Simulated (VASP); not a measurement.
# Zr3B (Pm-3n) in VASP: relaxation of cell and atoms with PBE

Aim: the relaxation of cell and atoms of Zr3B with PBE.

Program: VASP 6.6.1. These are calculated values, not measurements. Logs are shortened: lines on timing, memory, paths and dates and some standing lists are left out, and cuts for length are marked.

## (1) The cell of the first run

The structure is cubic, space group Pm-3n (No. 223). Conventional cell: a = 5.269 Å, b = 5.269 Å, c = 5.269 Å, α = 90.00°, β = 90.00°, γ = 90.00°. Zr (site symmetry -4m2) has 10 Zr at 2.63 to 3.23 Å and 4 B at 2.95 Å within 3.5 Å. B (site symmetry m-3) has 12 Zr at 2.95 Å within 3.9 Å.

The cell was built from a structure type or drawn by symmetry, and may not be a known phase.

## (2) Relaxation of cell and atoms, PBE

File INCAR:

```
  ALGO = Fast
  EDIFF = 1E-6
  EDIFFG = -0.01
  ENCUT = 600
  GGA = PE
  IBRION = 2
  ISIF = 3
  ISMEAR = 0
  LASPH = T
  LCHARG = F
  LREAL = F
  LWAVE = F
  NELM = 80
  NSW = 100
  PREC = Accurate
  SIGMA = 0.1
```

File KPOINTS:

```
k-points
0
Gamma
  8 8 8
```

File POSCAR:

```
Zr3B
1.0
    5.2689427734      0.0000000000      0.0000000000
    0.0000000000      5.2689427734      0.0000000000
    0.0000000000      0.0000000000      5.2689427734
Zr B
6 2
Direct
    0.2500000000      0.0000000000      0.5000000000
    0.5000000000      0.7500000000      0.0000000000
    0.7500000000      0.0000000000      0.5000000000
    0.5000000000      0.2500000000      0.0000000000
    0.0000000000      0.5000000000      0.7500000000
    0.0000000000      0.5000000000      0.2500000000
    0.0000000000      0.0000000000      0.0000000000
    0.5000000000      0.5000000000      0.5000000000
```

Potentials or basis: VASP PAW PBE potentials, release 64 (Zr_sv, B).

Command:

```bash
cat potpaw_PBE.64/Zr_sv/POTCAR potpaw_PBE.64/B/POTCAR > POTCAR
mpirun -np 1 vasp_std > vasp.out
```

OUTCAR:

```text
EDIFF = 1E-6
   EDIFFG = -0.01
   ENCUT = 600
   GGA = PE
   IBRION = 2
   ISIF = 3
   ISMEAR = 0
   LASPH = T
   LREAL = F
   NELM = 80
   NSW = 100
   PREC = Accurate

 ion  position               nearest neighbor table
   1  0.250  0.000  0.500-   3 2.63   3 2.63   8 2.95   7 2.95   8 2.95   7 2.95   4 3.23   2 3.23
                             4 3.23   5 3.23   5 3.23   6 3.23   6 3.23   2 3.23
   2  0.500  0.750  0.000-   4 2.63   4 2.63   8 2.95   8 2.95   7 2.95   7 2.95   1 3.23   1 3.23
                             3 3.23   5 3.23   6 3.23   5 3.23   6 3.23   3 3.23
   3  0.750  0.000  0.500-   1 2.63   1 2.63   8 2.95   7 2.95   8 2.95   7 2.95   4 3.23   2 3.23
                             4 3.23   5 3.23   5 3.23   6 3.23   6 3.23   2 3.23
   4  0.500  0.250  0.000-   2 2.63   2 2.63   8 2.95   8 2.95   7 2.95   7 2.95   3 3.23   1 3.23
                             3 3.23   5 3.23   6 3.23   5 3.23   6 3.23   1 3.23
   5  0.000  0.500  0.750-   6 2.63   6 2.63   8 2.95   7 2.95   7 2.95   8 2.95   3 3.23   4 3.23
                             1 3.23   3 3.23   1 3.23   2 3.23   4 3.23   2 3.23
   6  0.000  0.500  0.250-   5 2.63   5 2.63   8 2.95   7 2.95   7 2.95   8 2.95   3 3.23   4 3.23
                             1 3.23   3 3.23   1 3.23   2 3.23   4 3.23   2 3.23
   7  0.000  0.000  0.000-   1 2.95   2 2.95   3 2.95   4 2.95   5 2.95   6 2.95   1 2.95   3 2.95
                             5 2.95   6 2.95   2 2.95   4 2.95
   8  0.500  0.500  0.500-   1 2.95   2 2.95   3 2.95   4 2.95   5 2.95   6 2.95   2 2.95   4 2.95
                             1 2.95   3 2.95   5 2.95   6 2.95

  LATTYP: Found a simple cubic cell.
 ALAT       =     5.2689427734

  Lattice vectors:

 A1 = (   5.2689427734,   0.0000000000,   0.0000000000)
 A2 = (   0.0000000000,   5.2689427734,   0.0000000000)
 A3 = (   0.0000000000,   0.0000000000,   5.2689427734)

Analysis of symmetry for initial positions (statically):
=====================================================================
 Subroutine PRICEL returns:
 Original cell was already a primitive cell.

 Routine SETGRP: Setting up the symmetry group for a
 simple cubic supercell.

 Subroutine GETGRP returns: Found 48 space group operations
 (whereof 24 operations were pure point group operations)
 out of a pool of 48 trial point group operations.

The static configuration has the point symmetry T_h .
 The point group associated with its full space group is O_h .

Analysis of symmetry for dynamics (positions and initial velocities):
=====================================================================
 Subroutine PRICEL returns:
 Original cell was already a primitive cell.

 Routine SETGRP: Setting up the symmetry group for a
 simple cubic supercell.

 Subroutine GETGRP returns: Found 48 space group operations
 (whereof 24 operations were pure point group operations)
 out of a pool of 48 trial point group operations.

The dynamic configuration has the point symmetry T_h .
 The point group associated with its full space group is O_h .

 Subroutine INISYM returns: Found 48 space group operations
 (whereof 24 operations are pure point group operations),
 and found     1 'primitive' translations

----------------------------------------------------------------------------------------

                                     Primitive cell

  volume of cell :     146.2751

  direct lattice vectors                    reciprocal lattice vectors
     5.268942773  0.000000000  0.000000000     0.189791395  0.000000000  0.000000000
     0.000000000  5.268942773  0.000000000     0.000000000  0.189791395  0.000000000
     0.000000000  0.000000000  5.268942773     0.000000000  0.000000000  0.189791395

  length of vectors
     5.268942773  5.268942773  5.268942773     0.189791395  0.189791395  0.189791395

  position of ions in fractional coordinates (direct lattice)
     0.250000000  0.000000000  0.500000000
     0.500000000  0.750000000  0.000000000
     0.750000000  0.000000000  0.500000000
     0.500000000  0.250000000  0.000000000
     0.000000000  0.500000000  0.750000000
     0.000000000  0.500000000  0.250000000
     0.000000000  0.000000000  0.000000000
     0.500000000  0.500000000  0.500000000

  ion indices of the primitive-cell ions
   primitive index   ion index
                 1           1
                 2           2
                 3           3
                 4           4
                 5           5
                 6           6
                 7           7
                 8           8

----------------------------------------------------------------------------------------

 KPOINTS: k-points

Automatic generation of k-mesh.
 Grid dimensions read from file:
 generate k-points for:    8    8    8

 Generating k-lattice:

  Cartesian coordinates                     Fractional coordinates (reciprocal lattice)
     0.023723924  0.000000000  0.000000000     0.125000000  0.000000000  0.000000000
     0.000000000  0.023723924  0.000000000     0.000000000  0.125000000  0.000000000
     0.000000000  0.000000000  0.023723924     0.000000000  0.000000000  0.125000000

  Length of vectors
     0.023723924  0.023723924  0.023723924

  Shift w.r.t. Gamma in fractional coordinates (k-lattice)
     0.000000000  0.000000000  0.000000000

 Subroutine IBZKPT returns following result:
 ===========================================

 Found     35 irreducible k-points:

 Following reciprocal coordinates:
            Coordinates               Weight
  0.000000  0.000000  0.000000      1.000000
  0.125000  0.000000  0.000000      6.000000
  0.250000  0.000000  0.000000      6.000000
  0.375000  0.000000  0.000000      6.000000
  0.500000  0.000000  0.000000      3.000000
  0.125000  0.125000  0.000000     12.000000
[... 16 lines left out ...]
  0.375000  0.375000  0.125000     24.000000
  0.500000  0.375000  0.125000     24.000000
 [... further k-points ...]
   k-points           NKPTS =     35   k-points in BZ     NKDIM =     35   number of bands    NBANDS=     46
   number of dos      NEDOS =    301   number of ions     NIONS =      8
   total plane-waves  NPLWV =  74088
   dimension x,y,z NGX =    42 NGY =   42 NGZ =   42
   dimension x,y,z NGXF=    84 NGYF=   84 NGZF=   84
   ions per type =               6   2
   NGX,Y,Z   is equivalent  to a cutoff of  13.25, 13.25, 13.25 a.u.
   NGXF,Y,Z  is equivalent  to a cutoff of  26.50, 26.50, 26.50 a.u.
 SYSTEM =  unknown system
   PREC   = accura    normal or accurate (medium, high low for compatibility)
   ISTART =      0    job   : 0-new  1-cont  2-samecut
   ICHARG =      2    charge: 1-file 2-atom 10-const
   ISPIN  =      1    spin polarized calculation?
   LNONCOLLINEAR =      F non collinear calculations
   LSORBIT =      F    spin-orbit coupling
   LASPH  =      T    aspherical Exc in radial PAW
   ENCUT  =  600.0 eV  44.10 Ry    6.64 a.u.  10.52 10.52 10.52*2*pi/ulx,y,z
   NELM   =     80;   NELMIN=  2; NELMDL= -5     # of ELM steps
   EDIFF  = 0.1E-05   stopping-criterion for ELM
   LREAL  =      F    real-space projection
   EDIFFG = -.1E-01   stopping-criterion for IOM
   NSW    =    100    number of steps for IOM
   IBRION =      2    ionic relax: 0-MD 1-quasi-New 2-CG
   NFREE  =      1    steps in history (QN), initial steepest desc. (CG)
   ISIF   =      3    stress and relaxation
   ISYM   =      2    0-nonsym 1-usesym 2-fastsym
   POTIM  = 0.5000    time-step for ionic-motion
   TEBEG  =    0.0;   TEEND  =   0.0 temperature during run
   PSTRESS=    0.0 pullay stress
   NELECT =      78.0000    total number of electrons
   NUPDOWN=      -1.0000    fix difference up-down
   EMIN   =  10.00;   EMAX   =-10.00  energy-range for DOS
   EFERMI =   0.00;   METHOD = LEGACY
   ISMEAR =     0;   SIGMA  =   0.10  broadening in eV -4-tet -1-fermi 0-gaus
   EFERMI_NEDOS =   21; number of points for ismear=-14 and -15
   IALGO  =     68    algorithm
   IMIX   =      4    mixing-type and parameters
     AMIX     =   0.40;   BMIX     =  1.00
     AMIX_MAG =   1.60;   BMIX_MAG =  1.00
  volume/ion in A,a.u.               =      18.28       123.39
  Fermi-wavevector in a.u.,A,eV,Ry     =   1.327546  2.508698 23.978610  1.762378
  Thomas-Fermi vector in A             =   2.456850
   LORBIT       =      0    0 simple, 1 ext, 2 COOP (PROOUT), +10 PAW based schemes
   GGA     = PE    functional components
   LHFCALC =     F    Hartree Fock is set to
   AEXX    =    0.0000 exact exchange contribution
   IVDW    =     0    specifies the selected vdW correction
   LEPSILON=     F    determine dielectric tensor
   LRPA    =     F    only Hartree local field effects (RPA)
 conjugate gradient relaxation of ions
 non-spin polarized calculation
 RMM-DIIS sequential band-by-band and
 Gauss-broadening in eV      SIGMA  =   0.10
  energy-cutoff  :      600.00
  volume of cell :      146.28
 maximum number of plane-waves:      4945
   NGX = 21   NGY = 21   NGZ = 21

--------------------------------------- Ionic step        1  -------------------------------------------

 number of electron      77.9999999 magnetization

 Free energy of the ion-electron system (eV)
  ---------------------------------------------------
  ext. energy  EPLUGINS =         0.00000000
  ---------------------------------------------------
  free energy    TOTEN  =       -62.53288013 eV

  energy without entropy =      -62.49314531  energy(sigma->0) =      -62.51301272

------------------------ aborting loop because EDIFF is reached ----------------------------------------

  FORCE on cell =-STRESS in cart. coord.  units (eV):
  Direction    XX          YY          ZZ          XY          YZ          ZX
  --------------------------------------------------------------------------------------
  -------------------------------------------------------------------------------------
  Total        0.2192256      0.2192256      0.2192256      0.0000000     -0.0000000     -0.0000000
  in kB        2.4012167      2.4012167      2.4012167      0.0000000     -0.0000000     -0.0000000
  external PRESSURE =       2.4012167 kB  Pullay stress =       0.0000000 kB
[... 69 lines left out ...]
  energy  without entropy=      -62.4934224273  energy(sigma->0) =      -62.51318414

--------------------------------------- Ionic step        3  -------------------------------------------

 number of electron      77.9999998 magnetization

 Free energy of the ion-electron system (eV)
  ---------------------------------------------------
  ext. energy  EPLUGINS =         0.00000000
  ---------------------------------------------------
  free energy    TOTEN  =       -62.53311779 eV

  energy without entropy =      -62.49349709  energy(sigma->0) =      -62.51330744

 E-fermi :   9.1359     XC(G=0): -11.4084

 val. band max:        9.1067443182   @ k =   0.5000   0.2500   0.1250
 cond. band min:       9.1466375480   @ k =   0.3750   0.2500   0.1250
 fundamental gap:      0.0398932298
 Fermi energy:         9.1359165251

 k-point     1 :       0.0000    0.0000    0.0000
  band No.  band energies     occupation
      1     -39.4956      2.00000
      2     -39.3648      2.00000
      3     -39.3648      2.00000
      4     -39.0242      2.00000
      5     -39.0242      2.00000
      6     -39.0242      2.00000
[... 1165 lines left out ...]
     45      10.4671      0.00000
     46      10.8938      0.00000

 [... further k-points ...]
[... 5 lines left out ...]
  --------------------------------------------------------------------------------------
  -------------------------------------------------------------------------------------
  Total       -0.0010722     -0.0010722     -0.0010722      0.0000000     -0.0000000      0.0000000
  in kB       -0.0117190     -0.0117190     -0.0117190      0.0000000     -0.0000000      0.0000000
  external PRESSURE =      -0.0117190 kB  Pullay stress =       0.0000000 kB
[... 23 lines left out ...]
  FREE ENERGIE OF THE ION-ELECTRON SYSTEM (eV)
  ---------------------------------------------------
  free  energy   TOTEN  =       -62.5331177946 eV

  energy  without entropy=      -62.4934970940  energy(sigma->0) =      -62.51330744

 reached required accuracy - stopping structural energy minimisation
```

Wall time 26 min (1 thread of Intel Xeon 8259CL, shared host); peak memory 0.41 GiB.

What came out:

| Property | Result |
| --- | --- |
| Free energy | -62.5331 eV |
| Relaxed volume | 18.32 Å³/atom |
| Relaxed cell | a = 5.273 Å, b = 5.273 Å, c = 5.273 Å, α = 90.00°, β = 90.00°, γ = 90.00° |
| Space group after relaxing (to 0.1 Å) | Pm-3n (No. 223) |
| Energy gained by relaxing | 0.0 meV/atom |
| Ionic steps | 3 |
| Pressure after relaxing | 0.0 GPa |
| Band gap on the k mesh | zero (bands 39 and 40 overlap by 1.27 eV) |

Step by step:
```
step  energy change (eV)  largest force (eV/Å)  pressure (GPa)  volume (Å³)
   1              0.0000                0.0000            0.24       146.28
   2             -0.0001                0.0000           -0.21       146.86
   3             -0.0002                0.0000            0.00       146.59
```

Final structure:
```
CELL_PARAMETERS angstrom
5.27273 0.00000 0.00000
0.00000 5.27273 0.00000
0.00000 0.00000 5.27273
ATOMIC_POSITIONS crystal
Zr 0.25000 0.00000 0.50000
Zr 0.50000 0.75000 0.00000
Zr 0.75000 0.00000 0.50000
Zr 0.50000 0.25000 0.00000
Zr 0.00000 0.50000 0.75000
Zr 0.00000 0.50000 0.25000
B 0.00000 0.00000 0.00000
B 0.50000 0.50000 0.50000
```
